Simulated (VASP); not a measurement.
Crystal: C.

```
CELL_PARAMETERS angstrom
0.00000 2.06000 2.06000
2.06000 0.00000 2.06000
2.06000 2.06000 0.00000
ATOMIC_POSITIONS crystal
C 0.00000 0.00000 0.00000
C 0.25000 0.25000 0.25000
```

| Quantity | Value |
| --- | --- |
| Program | VASP 6.6.1 |
| Task | relaxation of cell and atoms |
| Functional | PBE |
| Potentials or basis | VASP PAW PBE potentials, release 64 (C) |
| Cutoff | 600 eV |
| k mesh | 9 × 9 × 9 |
| Occupations | gaussian, width 0.02 eV |
| Spin | no spin polarisation |

At the start: pressure -80.1 GPa; volume 8.74 Å³/atom.

Question: How do energy, volume and symmetry change on relaxing?

Answer: Over 7 steps the energy falls by 1093.3 meV/atom and the volume is 5.69 Å³/atom (-34.9 %); space group Fd-3m (No. 227, to 0.05 Å).

Step by step:
```csv
step,energy change (eV),largest force (eV/Å),pressure (GPa),volume (Å³)
1,0.0000,0.0000,-80.12,17.48
2,-0.7481,0.0000,204.38,8.59
3,-2.1830,0.0000,-6.60,11.57
4,-2.1865,0.0000,-1.62,11.43
5,-2.1862,0.0000,2.38,11.33
6,-2.1862,0.0000,-2.55,11.46
7,-2.1867,0.0000,0.01,11.39
```

Final structure:
```cif
data_structure
_symmetry_space_group_name_H-M 'P 1'
_symmetry_Int_Tables_number 1
_cell_length_a 2.5255
_cell_length_b 2.5255
_cell_length_c 2.5255
_cell_angle_alpha 60.000
_cell_angle_beta 60.000
_cell_angle_gamma 60.000
_cell_volume 11.39
loop_
_atom_site_label
_atom_site_type_symbol
_atom_site_fract_x
_atom_site_fract_y
_atom_site_fract_z
_atom_site_occupancy
C1 C 0.00000 0.00000 0.00000 1
C2 C 0.25000 0.25000 0.25000 1
```

Caveat: the volume moved by over 15 % at a fixed basis, so the end points are rough.
